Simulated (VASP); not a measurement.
# GePt (F-43m) in VASP: further runs

GePt is run at these levels: PBE; tasks: single point.

Everything below comes from runs of VASP 6.6.1. Logs are shortened: lines on timing, memory, paths and dates and some standing lists are left out, and cuts for length are marked.

## (1) The cell of the first run

The structure is cubic, space group F-43m (No. 216). Conventional cell: a = 5.119 Å, b = 5.119 Å, c = 5.119 Å, α = 90.00°, β = 90.00°, γ = 90.00°. Within 2.9 Å of Ge (site symmetry -43m) lie 4 Pt at 2.22 Å. Within 2.9 Å of Pt (site symmetry -43m) lie 4 Ge at 2.22 Å.

## (2) Single point, PBE

The input, INCAR:

```
SYSTEM = GePt
PREC = Accurate
ENCUT = 520
EDIFF = 1E-6
ISMEAR = 0
SIGMA = 0.1
LREAL = .FALSE.
LASPH = .TRUE.
NELM = 60
ALGO = Normal
ISIF = 2
LWAVE = .FALSE.
LCHARG = .FALSE.
GGA = PE
NBANDS = 19
```

The input, KPOINTS:

```
regular mesh
0
G
  6 6 6
  0 0 0
```

The input, POSCAR:

```
GePt
1.0
    0.0000000000      2.5594838200      2.5594838200
    2.5594838200      0.0000000000      2.5594838200
    2.5594838200      2.5594838200      0.0000000000
Ge Pt
1 1
Direct
    0.0000000000      0.0000000000      0.0000000000
    0.7500000000      0.7500000000      0.7500000000
```

Potentials or basis: VASP PAW PBE potentials, release 64 (Ge_d, Pt).

The run is started by

```sh
$ cat potpaw_PBE.64/Ge_d/POTCAR potpaw_PBE.64/Pt/POTCAR > POTCAR
$ mpirun -np 1 vasp_std > vasp.out
```

OUTCAR:

```text
SYSTEM = GePt
   PREC = Accurate
   ENCUT = 520
   EDIFF = 1E-6
   ISMEAR = 0
   LREAL = .FALSE.
   LASPH = .TRUE.
   NELM = 60
   ISIF = 2
   GGA = PE

 ion  position               nearest neighbor table
   1  0.000  0.000  0.000-   2 2.22   2 2.22   2 2.22   2 2.22
   2  0.750  0.750  0.750-   1 2.22   1 2.22   1 2.22   1 2.22

  LATTYP: Found a face centered cubic cell.
 ALAT       =     5.1189676400

  Lattice vectors:

 A1 = (   0.0000000000,   2.5594838200,   2.5594838200)
 A2 = (   2.5594838200,   0.0000000000,   2.5594838200)
 A3 = (   2.5594838200,   2.5594838200,   0.0000000000)

Analysis of symmetry for initial positions (statically):
=====================================================================
 Subroutine PRICEL returns:
 Original cell was already a primitive cell.

 Routine SETGRP: Setting up the symmetry group for a
 face centered cubic supercell.

 Subroutine GETGRP returns: Found 24 space group operations
 (whereof 24 operations were pure point group operations)
 out of a pool of 48 trial point group operations.

The static configuration has the point symmetry T_d .

Analysis of symmetry for dynamics (positions and initial velocities):
=====================================================================
 Subroutine PRICEL returns:
 Original cell was already a primitive cell.

 Routine SETGRP: Setting up the symmetry group for a
 face centered cubic supercell.

 Subroutine GETGRP returns: Found 24 space group operations
 (whereof 24 operations were pure point group operations)
 out of a pool of 48 trial point group operations.

The dynamic configuration has the point symmetry T_d .

 Subroutine INISYM returns: Found 24 space group operations
 (whereof 24 operations are pure point group operations),
 and found     1 'primitive' translations

----------------------------------------------------------------------------------------

                                     Primitive cell

  volume of cell :      33.5341

  direct lattice vectors                    reciprocal lattice vectors
     0.000000000  2.559483820  2.559483820    -0.195351889  0.195351889  0.195351889
     2.559483820  0.000000000  2.559483820     0.195351889 -0.195351889  0.195351889
     2.559483820  2.559483820  0.000000000     0.195351889  0.195351889 -0.195351889

  length of vectors
     3.619656731  3.619656731  3.619656731     0.338359398  0.338359398  0.338359398

  position of ions in fractional coordinates (direct lattice)
     0.000000000  0.000000000  0.000000000
     0.750000000  0.750000000  0.750000000

  ion indices of the primitive-cell ions
   primitive index   ion index
                 1           1
                 2           2

----------------------------------------------------------------------------------------

 KPOINTS: regular mesh

Automatic generation of k-mesh.
 Grid dimensions read from file:
 generate k-points for:    6    6    6

 Generating k-lattice:

  Cartesian coordinates                     Fractional coordinates (reciprocal lattice)
    -0.032558648  0.032558648  0.032558648     0.166666667  0.000000000  0.000000000
     0.032558648 -0.032558648  0.032558648     0.000000000  0.166666667  0.000000000
     0.032558648  0.032558648 -0.032558648     0.000000000  0.000000000  0.166666667

  Length of vectors
     0.056393233  0.056393233  0.056393233

  Shift w.r.t. Gamma in fractional coordinates (k-lattice)
     0.000000000  0.000000000  0.000000000

 Subroutine IBZKPT returns following result:
 ===========================================

 Found     16 irreducible k-points:

 Following reciprocal coordinates:
            Coordinates               Weight
  0.000000  0.000000  0.000000      1.000000
  0.166667  0.000000  0.000000      8.000000
  0.333333  0.000000  0.000000      8.000000
  0.500000  0.000000  0.000000      4.000000
  0.166667  0.166667  0.000000      6.000000
  0.333333  0.166667  0.000000     24.000000
[... 8 lines left out ...]
 -0.333333  0.333333  0.166667     24.000000
 -0.333333  0.500000  0.166667     12.000000
   k-points           NKPTS =     16   k-points in BZ     NKDIM =     16   number of bands    NBANDS=     19
   number of dos      NEDOS =    301   number of ions     NIONS =      2
   total plane-waves  NPLWV =  21952
   dimension x,y,z NGX =    28 NGY =   28 NGZ =   28
   dimension x,y,z NGXF=    56 NGYF=   56 NGZF=   56
   ions per type =               1   1
   NGX,Y,Z   is equivalent  to a cutoff of  12.86, 12.86, 12.86 a.u.
   NGXF,Y,Z  is equivalent  to a cutoff of  25.72, 25.72, 25.72 a.u.
 SYSTEM =  GePt
   PREC   = accura    normal or accurate (medium, high low for compatibility)
   ISTART =      0    job   : 0-new  1-cont  2-samecut
   ICHARG =      2    charge: 1-file 2-atom 10-const
   ISPIN  =      1    spin polarized calculation?
   LNONCOLLINEAR =      F non collinear calculations
   LSORBIT =      F    spin-orbit coupling
   LASPH  =      T    aspherical Exc in radial PAW
   ENCUT  =  520.0 eV  38.22 Ry    6.18 a.u.   6.73  6.73  6.73*2*pi/ulx,y,z
   NELM   =     60;   NELMIN=  2; NELMDL= -5     # of ELM steps
   EDIFF  = 0.1E-05   stopping-criterion for ELM
   LREAL  =      F    real-space projection
   EDIFFG = 0.1E-04   stopping-criterion for IOM
   NSW    =      0    number of steps for IOM
   IBRION =     -1    ionic relax: 0-MD 1-quasi-New 2-CG
   NFREE  =      0    steps in history (QN), initial steepest desc. (CG)
   ISIF   =      2    stress and relaxation
   ISYM   =      2    0-nonsym 1-usesym 2-fastsym
   POTIM  = 0.5000    time-step for ionic-motion
   TEBEG  =    0.0;   TEEND  =   0.0 temperature during run
   PSTRESS=    0.0 pullay stress
   NELECT =      24.0000    total number of electrons
   NUPDOWN=      -1.0000    fix difference up-down
   EMIN   =  10.00;   EMAX   =-10.00  energy-range for DOS
   EFERMI =   0.00;   METHOD = LEGACY
   ISMEAR =     0;   SIGMA  =   0.10  broadening in eV -4-tet -1-fermi 0-gaus
   EFERMI_NEDOS =   21; number of points for ismear=-14 and -15
   IALGO  =     38    algorithm
   IMIX   =      4    mixing-type and parameters
     AMIX     =   0.40;   BMIX     =  1.00
     AMIX_MAG =   1.60;   BMIX_MAG =  1.00
  volume/ion in A,a.u.               =      16.77       113.15
  Fermi-wavevector in a.u.,A,eV,Ry     =   1.464366  2.767250 29.175880  2.144367
  Thomas-Fermi vector in A             =   2.580350
   LORBIT       =      0    0 simple, 1 ext, 2 COOP (PROOUT), +10 PAW based schemes
   GGA     = PE    functional components
   LHFCALC =     F    Hartree Fock is set to
   AEXX    =    0.0000 exact exchange contribution
   IVDW    =     0    specifies the selected vdW correction
   LEPSILON=     F    determine dielectric tensor
   LRPA    =     F    only Hartree local field effects (RPA)
 non-spin polarized calculation
 Gauss-broadening in eV      SIGMA  =   0.10
  energy-cutoff  :      520.00
  volume of cell :       33.53
 maximum number of plane-waves:       934
   NGX = 13   NGY = 13   NGZ = 13

 number of electron      23.9999984 magnetization

 Free energy of the ion-electron system (eV)
  ---------------------------------------------------
  ext. energy  EPLUGINS =         0.00000000
  ---------------------------------------------------
  free energy    TOTEN  =        -9.46822658 eV

  energy without entropy =       -9.46488625  energy(sigma->0) =       -9.46655642

 E-fermi :   9.3525     XC(G=0): -11.9806

 val. band max:        9.0198760821   @ k =  -0.3333   0.3333   0.1667
 cond. band min:       9.4351041095   @ k =   0.5000   0.3333   0.0000
 fundamental gap:      0.4152280274
 Fermi energy:         9.3524895297

 k-point     1 :       0.0000    0.0000    0.0000
  band No.  band energies     occupation
      1     -15.8224      2.00000
      2     -15.8224      2.00000
      3     -15.8224      2.00000
      4     -15.7858      2.00000
      5     -15.7858      2.00000
      6      -3.8901      2.00000
[... 11 lines left out ...]
     18      17.9071      0.00000
     19      21.5981      0.00000

 k-point     2 :       0.1667    0.0000    0.0000
  band No.  band energies     occupation
      1     -15.8289      2.00000
      2     -15.8253      2.00000
      3     -15.8253      2.00000
      4     -15.7821      2.00000
      5     -15.7821      2.00000
      6      -3.4430      2.00000
[... 11 lines left out ...]
     18      18.6953      0.00000
     19      22.6681      0.00000

 k-point     3 :       0.3333    0.0000    0.0000
  band No.  band energies     occupation
      1     -15.8423      2.00000
      2     -15.8277      2.00000
      3     -15.8277      2.00000
      4     -15.7780      2.00000
      5     -15.7780      2.00000
      6      -2.3907      2.00000
[... 11 lines left out ...]
     18      19.6327      0.00000
     19      23.3912      0.00000

 k-point     4 :       0.5000    0.0000    0.0000
  band No.  band energies     occupation
      1     -15.8492      2.00000
      2     -15.8277      2.00000
      3     -15.8277      2.00000
      4     -15.7772      2.00000
      5     -15.7772      2.00000
      6      -1.7720      2.00000
[... 11 lines left out ...]
     18      20.5668      0.00000
     19      25.0253      0.00000

 k-point     5 :       0.1667    0.1667    0.0000
  band No.  band energies     occupation
      1     -15.8352      2.00000
      2     -15.8239      2.00000
      3     -15.8239      2.00000
      4     -15.7822      2.00000
      5     -15.7802      2.00000
      6      -3.2896      2.00000
[... 11 lines left out ...]
     18      19.8814      0.00000
     19      21.5815      0.00000
[... 158 lines left out ...]
      2     -15.8288      2.00000
      3     -15.8288      2.00000
      4     -15.7862      2.00000
      5     -15.7635      2.00000
      6      -0.9033      2.00000
[... 11 lines left out ...]
     18      26.1707      0.00000
     19      26.9677      0.00000

 k-point    14 :       0.5000    0.3333    0.1667
  band No.  band energies     occupation
      1     -15.8480      2.00000
      2     -15.8331      2.00000
      3     -15.8317      2.00000
      4     -15.7773      2.00000
      5     -15.7712      2.00000
      6      -1.5860      2.00000
[... 11 lines left out ...]
     18      22.9187      0.00000
     19      24.2585      0.00000

 k-point    15 :      -0.3333    0.3333    0.1667
  band No.  band energies     occupation
      1     -15.8483      2.00000
      2     -15.8385      2.00000
      3     -15.8330      2.00000
      4     -15.7751      2.00000
      5     -15.7701      2.00000
      6      -1.1369      2.00000
[... 11 lines left out ...]
     18      22.0108      0.00000
     19      24.4838      0.00000

 k-point    16 :      -0.3333    0.5000    0.1667
  band No.  band energies     occupation
      1     -15.8530      2.00000
      2     -15.8357      2.00000
      3     -15.8337      2.00000
      4     -15.7782      2.00000
      5     -15.7665      2.00000
      6      -0.9112      2.00000
[... 11 lines left out ...]
     18      22.3850      0.00000
     19      26.8567      0.00000

------------------------ aborting loop because EDIFF is reached ----------------------------------------

  FORCE on cell =-STRESS in cart. coord.  units (eV):
  Direction    XX          YY          ZZ          XY          YZ          ZX
  --------------------------------------------------------------------------------------
  -------------------------------------------------------------------------------------
  Total       12.1408330     12.1408330     12.1408330      0.0000000      0.0000000      0.0000000
  in kB      580.0586499    580.0586499    580.0586499      0.0000000      0.0000000      0.0000000
  external PRESSURE =     580.0586499 kB  Pullay stress =       0.0000000 kB

 VOLUME and BASIS-vectors are now :
 -----------------------------------------------------------------------------
  energy-cutoff  :      520.00
  volume of cell :       33.53
      direct lattice vectors                 reciprocal lattice vectors
     0.000000000  2.559483820  2.559483820    -0.195351889  0.195351889  0.195351889
     2.559483820  0.000000000  2.559483820     0.195351889 -0.195351889  0.195351889
     2.559483820  2.559483820  0.000000000     0.195351889  0.195351889 -0.195351889

 POSITION                                       TOTAL-FORCE (eV/Angst)
 -----------------------------------------------------------------------------------
      0.00000      0.00000      0.00000         0.000000     -0.000000     -0.000000
      3.83923      3.83923      3.83923        -0.000000      0.000000      0.000000
 -----------------------------------------------------------------------------------
    total drift:                                0.000000      0.000000      0.000000

  FREE ENERGIE OF THE ION-ELECTRON SYSTEM (eV)
  ---------------------------------------------------
  free  energy   TOTEN  =        -9.4682265827 eV

  energy  without entropy=       -9.4648862506  energy(sigma->0) =       -9.46655642
```

Run time: 6.8 s. Hardware: 1 thread of AMD EPYC 9R45 (Zen 5), shared host; peak memory 0.13 GiB.

What came out:

```
Free energy            : -9.4682 eV
Pressure               : 58.0 GPa
Band gap on the k mesh : zero (band 12 reaches 14.86 eV, above the bottom of band 13 at 8.12 eV)
```

Caveat: spin-orbit coupling is left out, which moves the levels of the heavy elements.

## (3) Single point, PBE

This run uses another cell than the first one, of 22.28 Å³/atom, 1.329 times its volume.

The input, INCAR:

```
  PREC = Accurate
  ENCUT = 520
  EDIFF = 1E-6
  ISMEAR = 0
  SIGMA = 0.1
  LREAL = F
  LASPH = T
  NELM = 80
  ALGO = Normal
  ISIF = 2
  LWAVE = F
  LCHARG = F
  GGA = PE
  NBANDS = 19
```

The input, KPOINTS:

```
regular mesh
0
Gamma
  6 6 6
```

The input, POSCAR:

```
GePt
1.0
    0.0000000000      2.8138738500      2.8138738500
    2.8138738500      0.0000000000      2.8138738500
    2.8138738500      2.8138738500      0.0000000000
Ge Pt
1 1
Direct
    0.0000000000      0.0000000000      0.0000000000
    0.7500000000      0.7500000000      0.7500000000
```

Potentials or basis: VASP PAW PBE potentials, release 64 (Ge_d, Pt).

The run is started by

```sh
$ cat potpaw_PBE.64/Ge_d/POTCAR potpaw_PBE.64/Pt/POTCAR > POTCAR
$ mpirun -np 1 vasp_std > vasp.out
```

Wall time 8 s (1 thread of AMD EPYC 9R45 (Zen 5), shared host); peak memory 0.14 GiB.

Results (log left out):

```yaml
Free_energy: -10.9787 eV
Pressure: 0.1 GPa
Band_gap_on_the_k_mesh: zero (band 12 reaches 9.75 eV, above the bottom of band 13 at 4.79 eV)
```

Levels at points of the mesh, in eV from the Fermi level:
| k point | band 9 | band 10 | band 11 | band 12 | band 13 | band 14 | band 15 | band 16 |
| --- | --- | --- | --- | --- | --- | --- | --- | --- |
| (0.00, 0.00, 0.00) | -4.74 | -3.17 | -3.17 | 4.12 | 5.48 | 5.48 | 5.48 | 7.33 |
| (0.50, 0.00, 0.00) | -4.43 | -2.99 | -2.99 | -2.55 | 2.88 | 2.88 | 4.93 | 8.88 |
| (0.50, 0.50, 0.00) | -3.50 | -2.86 | -2.84 | -2.32 | 0.07 | 0.07 | 5.76 | 5.87 |

Caveat: spin-orbit coupling is left out, which moves the levels of the heavy elements.
